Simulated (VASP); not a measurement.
Here is a VASP 6.6.1 calculation.

Contents of INCAR:

```
PREC     = Accurate       # precision mode
ENCUT    = 520            # plane-wave cutoff, eV
EDIFF    = 1E-6           # SCF threshold, eV
ISMEAR   = 0              # smearing method
SIGMA    = 0.15           # smearing width, eV
LREAL    = F              # projectors in reciprocal space
LASPH    = T              # aspherical terms in the spheres
NELM     = 80             # most SCF steps
ALGO     = Normal         # electronic algorithm
ISIF     = 2              # what is computed and relaxed
LWAVE    = F              # write WAVECAR
LCHARG   = T              # write CHGCAR
GGA      = PE             # functional
LELF     = T              # ELF
LVHAR    = T            
NBANDS   = 10             # bands
```

The input KPOINTS:

```
regular mesh
0
Gamma
  22 22 22
```

The input POSCAR:

```
Ir
1.0
    0.0000000000      2.0695021335      1.7733563782
    2.0695021335      0.0000000000      1.7733563782
    2.0695021335      2.0695021335      0.0000000000
Ir
1
Direct
    0.0000000000      0.0000000000      0.0000000000
```

Potentials or basis: VASP PAW PBE potentials, release 64 (Ir).

Launch:

```sh
$ cat potpaw_PBE.64/Ir/POTCAR > POTCAR
$ mpirun -np 1 vasp_std > vasp.out
```

Problem. Estimate the band gap on the k mesh.

Solution. Zero (an odd number of electrons rules out a gap without spin polarisation).

Problem. Predict the pressure.

Solution. -9.9 GPa.

Stress tensor (GPa, compression positive):
```
-22.50   0.00   0.00
  0.00 -22.50   0.00
  0.00   0.00  15.18
```

Caveat: the stress differs along the axes, from -23 to 15 GPa; spin-orbit coupling is left out, which moves the levels of the heavy elements.
